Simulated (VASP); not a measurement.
# Ge (P4_32_12) in VASP: single point with RPBE

Aim: the single point of Ge with RPBE.

Program: VASP 6.6.1. These are calculated values, not measurements. Logs are shortened: lines on timing, memory, paths and dates and some standing lists are left out, and cuts for length are marked.

**Measured values to compare with.**

“Properties of the exotic metastable ST12 germanium allotrope”, 2017, pmc:5216117 reports, for a powder of Ge: band gap 0.74 ± 0.02 eV (optical).

The results are compared with them further down.

## 1. The cell of the first run

Symmetry: P4_32_12, No. 96, tetragonal system. Conventional cell: a = 6.053 Å, b = 6.053 Å, c = 7.249 Å, α = 90.00°, β = 90.00°, γ = 90.00°. Ge (site symmetry 2) has 4 Ge at 2.54 to 2.56 Å within 3.3 Å. Ge (site symmetry 1) has 4 Ge at 2.54 to 2.57 Å within 3.3 Å.

## 2. Single point, RPBE

INCAR reads:

```
PREC = Accurate
ENCUT = 520
EDIFF = 1E-6
ISMEAR = -1
SIGMA = 0.05
LREAL = False
LASPH = True
NELM = 80
ALGO = Normal
ISIF = 2
LWAVE = False
LCHARG = False
GGA = RP
NBANDS = 96
```

KPOINTS reads:

```
Automatic mesh
0
Gamma
  3 3 3
```

POSCAR reads:

```
Ge
1.0
    6.0530967225      0.0000000000      0.0000000000
    0.0000000000      6.0530967225      0.0000000000
    0.0000000000      0.0000000000      7.2486785735
Ge
12
Direct
    0.0870748885      0.0870748885      0.0000000000
    0.4129251115      0.5870748885      0.7500000000
    0.9129251115      0.9129251115      0.5000000000
    0.5870748885      0.4129251115      0.2500000000
    0.1701323134      0.3717126505      0.2520832930
    0.1282873495      0.6701323134      0.0020832930
    0.8298676866      0.6282873495      0.7520832930
    0.8717126505      0.3298676866      0.5020832930
    0.6701323134      0.1282873495      0.9979167070
    0.6282873495      0.8298676866      0.2479167070
    0.3298676866      0.8717126505      0.4979167070
    0.3717126505      0.1701323134      0.7479167070
```

Potentials or basis: VASP PAW PBE potentials, release 64 (Ge_d).

Command:

```bash
$ cat potpaw_PBE.64/Ge_d/POTCAR > POTCAR
$ mpirun -np 1 vasp_std > vasp.out
```

OUTCAR:

```text
PREC = Accurate
   ENCUT = 520
   EDIFF = 1E-6
   ISMEAR = -1
   LREAL = False
   LASPH = True
   NELM = 80
   ISIF = 2
   GGA = RP

 ion  position               nearest neighbor table
   1  0.087  0.087  0.000-   6 2.54   9 2.54   5 2.56  12 2.56
   2  0.413  0.587  0.750-   7 2.54  12 2.54  11 2.56   6 2.56
   3  0.913  0.913  0.500-   8 2.54  11 2.54  10 2.56   7 2.56
   4  0.587  0.413  0.250-   5 2.54  10 2.54   9 2.56   8 2.56
   5  0.170  0.372  0.252-   4 2.54   1 2.56   6 2.57   8 2.57
   6  0.128  0.670  0.002-   1 2.54   2 2.56   5 2.57   7 2.57
   7  0.830  0.628  0.752-   2 2.54   3 2.56   6 2.57   8 2.57
   8  0.872  0.330  0.502-   3 2.54   4 2.56   5 2.57   7 2.57
   9  0.670  0.128  0.998-   1 2.54   4 2.56  10 2.57  12 2.57
  10  0.628  0.830  0.248-   4 2.54   3 2.56   9 2.57  11 2.57
  11  0.330  0.872  0.498-   3 2.54   2 2.56  10 2.57  12 2.57
  12  0.372  0.170  0.748-   2 2.54   1 2.56   9 2.57  11 2.57

  LATTYP: Found a simple tetragonal cell.
 ALAT       =     6.0530967225
 C/A-ratio  =     1.1975157355

  Lattice vectors:

 A1 = (   6.0530967225,   0.0000000000,   0.0000000000)
 A2 = (   0.0000000000,   6.0530967225,   0.0000000000)
 A3 = (   0.0000000000,   0.0000000000,   7.2486785735)

Analysis of symmetry for initial positions (statically):
=====================================================================
 Subroutine PRICEL returns:
 Original cell was already a primitive cell.

 Routine SETGRP: Setting up the symmetry group for a
 simple tetragonal supercell.

 Subroutine GETGRP returns: Found  8 space group operations
 (whereof  2 operations were pure point group operations)
 out of a pool of 16 trial point group operations.

The static configuration has the point symmetry C_2 .
 The point group associated with its full space group is D_4 .

Analysis of symmetry for dynamics (positions and initial velocities):
=====================================================================
 Subroutine PRICEL returns:
 Original cell was already a primitive cell.

 Routine SETGRP: Setting up the symmetry group for a
 simple tetragonal supercell.

 Subroutine GETGRP returns: Found  8 space group operations
 (whereof  2 operations were pure point group operations)
 out of a pool of 16 trial point group operations.

The dynamic configuration has the point symmetry C_2 .
 The point group associated with its full space group is D_4 .

 Subroutine INISYM returns: Found  8 space group operations
 (whereof  2 operations are pure point group operations),
 and found     1 'primitive' translations

----------------------------------------------------------------------------------------

                                     Primitive cell

  volume of cell :     265.5914

  direct lattice vectors                    reciprocal lattice vectors
     6.053096723  0.000000000  0.000000000     0.165204695  0.000000000  0.000000000
     0.000000000  6.053096723  0.000000000     0.000000000  0.165204695  0.000000000
     0.000000000  0.000000000  7.248678574     0.000000000  0.000000000  0.137956179

  length of vectors
     6.053096723  6.053096723  7.248678574     0.165204695  0.165204695  0.137956179

  position of ions in fractional coordinates (direct lattice)
     0.087074888  0.087074888  0.000000000
     0.412925112  0.587074888  0.750000000
     0.912925112  0.912925112  0.500000000
     0.587074888  0.412925112  0.250000000
     0.170132313  0.371712651  0.252083293
     0.128287349  0.670132313  0.002083293
     0.829867687  0.628287349  0.752083293
     0.871712651  0.329867687  0.502083293
     0.670132313  0.128287349  0.997916707
     0.628287349  0.829867687  0.247916707
     0.329867687  0.871712651  0.497916707
     0.371712651  0.170132313  0.747916707

  ion indices of the primitive-cell ions
   primitive index   ion index
                 1           1
                 2           2
                 3           3
                 4           4
                 5           5
                 6           6
                 7           7
                 8           8
                 9           9
                10          10
                11          11
                12          12

----------------------------------------------------------------------------------------

 KPOINTS: Automatic mesh

Automatic generation of k-mesh.
 Grid dimensions read from file:
 generate k-points for:    3    3    3

 Generating k-lattice:

  Cartesian coordinates                     Fractional coordinates (reciprocal lattice)
     0.055068232  0.000000000  0.000000000     0.333333333  0.000000000  0.000000000
     0.000000000  0.055068232  0.000000000     0.000000000  0.333333333  0.000000000
     0.000000000  0.000000000  0.045985393     0.000000000  0.000000000  0.333333333

  Length of vectors
     0.055068232  0.055068232  0.045985393

  Shift w.r.t. Gamma in fractional coordinates (k-lattice)
     0.000000000  0.000000000  0.000000000

 Subroutine IBZKPT returns following result:
 ===========================================

 Found      6 irreducible k-points:

 Following reciprocal coordinates:
            Coordinates               Weight
  0.000000  0.000000  0.000000      1.000000
  0.333333  0.000000  0.000000      4.000000
  0.333333  0.333333  0.000000      4.000000
  0.000000  0.000000  0.333333      2.000000
  0.333333  0.000000  0.333333      8.000000
  0.333333  0.333333  0.333333      8.000000
   k-points           NKPTS =      6   k-points in BZ     NKDIM =      6   number of bands    NBANDS=     96
   number of dos      NEDOS =    301   number of ions     NIONS =     12
   total plane-waves  NPLWV = 124416
   dimension x,y,z NGX =    48 NGY =   48 NGZ =   54
   dimension x,y,z NGXF=    96 NGYF=   96 NGZF=  108
   ions per type =              12
   NGX,Y,Z   is equivalent  to a cutoff of  13.18, 13.18, 12.38 a.u.
   NGXF,Y,Z  is equivalent  to a cutoff of  26.37, 26.37, 24.77 a.u.
 SYSTEM =  unknown system
   PREC   = accura    normal or accurate (medium, high low for compatibility)
   ISTART =      0    job   : 0-new  1-cont  2-samecut
   ICHARG =      2    charge: 1-file 2-atom 10-const
   ISPIN  =      1    spin polarized calculation?
   LNONCOLLINEAR =      F non collinear calculations
   LSORBIT =      F    spin-orbit coupling
   LASPH  =      T    aspherical Exc in radial PAW
   ENCUT  =  520.0 eV  38.22 Ry    6.18 a.u.  11.25 11.25 13.48*2*pi/ulx,y,z
   NELM   =     80;   NELMIN=  2; NELMDL= -5     # of ELM steps
   EDIFF  = 0.1E-05   stopping-criterion for ELM
   LREAL  =      F    real-space projection
   EDIFFG = 0.1E-04   stopping-criterion for IOM
   NSW    =      0    number of steps for IOM
   IBRION =     -1    ionic relax: 0-MD 1-quasi-New 2-CG
   NFREE  =      0    steps in history (QN), initial steepest desc. (CG)
   ISIF   =      2    stress and relaxation
   ISYM   =      2    0-nonsym 1-usesym 2-fastsym
   POTIM  = 0.5000    time-step for ionic-motion
   TEBEG  =    0.0;   TEEND  =   0.0 temperature during run
   PSTRESS=    0.0 pullay stress
   NELECT =     168.0000    total number of electrons
   NUPDOWN=      -1.0000    fix difference up-down
   EMIN   =  10.00;   EMAX   =-10.00  energy-range for DOS
   EFERMI =   0.00;   METHOD = LEGACY
   ISMEAR =    -1;   SIGMA  =   0.05  broadening in eV -4-tet -1-fermi 0-gaus
   EFERMI_NEDOS =   21; number of points for ismear=-14 and -15
   IALGO  =     38    algorithm
   IMIX   =      4    mixing-type and parameters
     AMIX     =   0.40;   BMIX     =  1.00
     AMIX_MAG =   1.60;   BMIX_MAG =  1.00
  volume/ion in A,a.u.               =      22.13       149.36
  Fermi-wavevector in a.u.,A,eV,Ry     =   1.405314  2.655658 26.870230  1.974906
  Thomas-Fermi vector in A             =   2.527787
   LORBIT       =      0    0 simple, 1 ext, 2 COOP (PROOUT), +10 PAW based schemes
   GGA     = RP    functional components
   LHFCALC =     F    Hartree Fock is set to
   AEXX    =    0.0000 exact exchange contribution
   IVDW    =     0    specifies the selected vdW correction
   LEPSILON=     F    determine dielectric tensor
   LRPA    =     F    only Hartree local field effects (RPA)
 non-spin polarized calculation
  energy-cutoff  :      520.00
  volume of cell :      265.59
 maximum number of plane-waves:      7187
 NGX is ok and might be reduce to    48
   NGX = 23   NGY = 23   NGZ = 27

 number of electron     168.0000056 magnetization

 Free energy of the ion-electron system (eV)
  ---------------------------------------------------
  ext. energy  EPLUGINS =         0.00000000
  ---------------------------------------------------
  free energy    TOTEN  =       -48.21465886 eV

  energy without entropy =      -48.20986265  energy(sigma->0) =      -48.21226076

 E-fermi :   4.8649     XC(G=0): -10.1305

 val. band max:        4.6916211423   @ k =   0.3333   0.3333   0.0000
 cond. band min:       5.0300215558   @ k =   0.3333   0.3333   0.0000
 fundamental gap:      0.3384004134
 Fermi energy:         4.8649088560

 k-point     1 :       0.0000    0.0000    0.0000
  band No.  band energies     occupation
      1     -19.6534      2.00000
      2     -19.6347      2.00000
      3     -19.6347      2.00000
      4     -19.6247      2.00000
      5     -19.6216      2.00000
      6     -19.6216      2.00000
[... 88 lines left out ...]
     95       9.1903      0.00000
     96       9.1903      0.00000

 k-point     2 :       0.3333    0.0000    0.0000
  band No.  band energies     occupation
      1     -19.6461      2.00000
      2     -19.6396      2.00000
      3     -19.6340      2.00000
      4     -19.6299      2.00000
      5     -19.6249      2.00000
      6     -19.6236      2.00000
[... 385 lines left out ...]
     95       9.1344      0.00000
     96       9.4687      0.00000

 k-point     6 :       0.3333    0.3333    0.3333
  band No.  band energies     occupation
      1     -19.6431      2.00000
      2     -19.6422      2.00000
      3     -19.6387      2.00000
      4     -19.6358      2.00000
      5     -19.6203      2.00000
      6     -19.6191      2.00000
[... 88 lines left out ...]
     95       8.3105      0.00000
     96       8.5935      0.00000

------------------------ aborting loop because EDIFF is reached ----------------------------------------

  FORCE on cell =-STRESS in cart. coord.  units (eV):
  Direction    XX          YY          ZZ          XY          YZ          ZX
  --------------------------------------------------------------------------------------
  -------------------------------------------------------------------------------------
  Total       -0.0259113     -0.0259113      0.0086316      0.0000000      0.0000000      0.0000000
  in kB       -0.1563093     -0.1563093      0.0520698      0.0000000      0.0000000      0.0000000
  external PRESSURE =      -0.0868496 kB  Pullay stress =       0.0000000 kB

 VOLUME and BASIS-vectors are now :
 -----------------------------------------------------------------------------
  energy-cutoff  :      520.00
  volume of cell :      265.59
      direct lattice vectors                 reciprocal lattice vectors
     6.053096723  0.000000000  0.000000000     0.165204695  0.000000000  0.000000000
     0.000000000  6.053096723  0.000000000     0.000000000  0.165204695  0.000000000
     0.000000000  0.000000000  7.248678574     0.000000000  0.000000000  0.137956179

 POSITION                                       TOTAL-FORCE (eV/Angst)
 -----------------------------------------------------------------------------------
      0.52707      0.52707      0.00000        -0.000748     -0.000748      0.000000
      2.49948      3.55362      5.43651         0.000748     -0.000748      0.000000
      5.52602      5.52602      3.62434         0.000748      0.000748      0.000000
      3.55362      2.49948      1.81217        -0.000748      0.000748      0.000000
      1.02983      2.25001      1.82727         0.004053     -0.002445     -0.001683
      0.77654      4.05638      0.01510         0.002445      0.004053     -0.001683
      5.02327      3.80308      5.45161        -0.004053      0.002445     -0.001683
      5.27656      1.99672      3.63944        -0.002445     -0.004053     -0.001683
      4.05638      0.77654      7.23358         0.004053      0.002445      0.001683
      3.80308      5.02327      1.79707         0.002445     -0.004053      0.001683
      1.99672      5.27656      3.60924        -0.004053     -0.002445      0.001683
      2.25001      1.02983      5.42141        -0.002445      0.004053      0.001683
 -----------------------------------------------------------------------------------
    total drift:                               -0.000000      0.000000      0.000000

  FREE ENERGIE OF THE ION-ELECTRON SYSTEM (eV)
  ---------------------------------------------------
  free  energy   TOTEN  =       -48.2146588636 eV

  energy  without entropy=      -48.2098626487  energy(sigma->0) =      -48.21226076
```

Wall time 2.5 min (1 thread of AMD EPYC 7R13 (Zen 3), shared host); peak memory 0.35 GiB.

Results:

* Free energy: -48.2147 eV
* Pressure: 0.0 GPa
* Largest force: 0.005 eV/Å
* Band gap on the k mesh: 0.34 eV

Forces on the atoms (eV/Å):
```
Ge  -0.001 -0.001  0.000
Ge   0.001 -0.001  0.000
Ge   0.001  0.001  0.000
Ge  -0.001  0.001  0.000
Ge   0.004 -0.002 -0.002
Ge   0.002  0.004 -0.002
Ge  -0.004  0.002 -0.002
Ge  -0.002 -0.004 -0.002
Ge   0.004  0.002  0.002
Ge   0.002 -0.004  0.002
Ge  -0.004 -0.002  0.002
Ge  -0.002  0.004  0.002
```

Caveat: the PAW data sets were made with another functional, which shifts forces and pressure a little.

## 3. Comparison with measurements

Step 2. Against the measured gap of Ge, 0.74 eV (optical; powder; “Properties of the exotic metastable ST12 germanium allotrope”, 2017, pmc:5216117), the calculated 0.34 eV is off by -0.40 eV. Spin-orbit coupling on Ge is left out. The value is that of RPBE on a finite k mesh, which can miss the band edges, without temperature or zero-point motion. Semilocal functionals fall short of measured gaps as a rule.
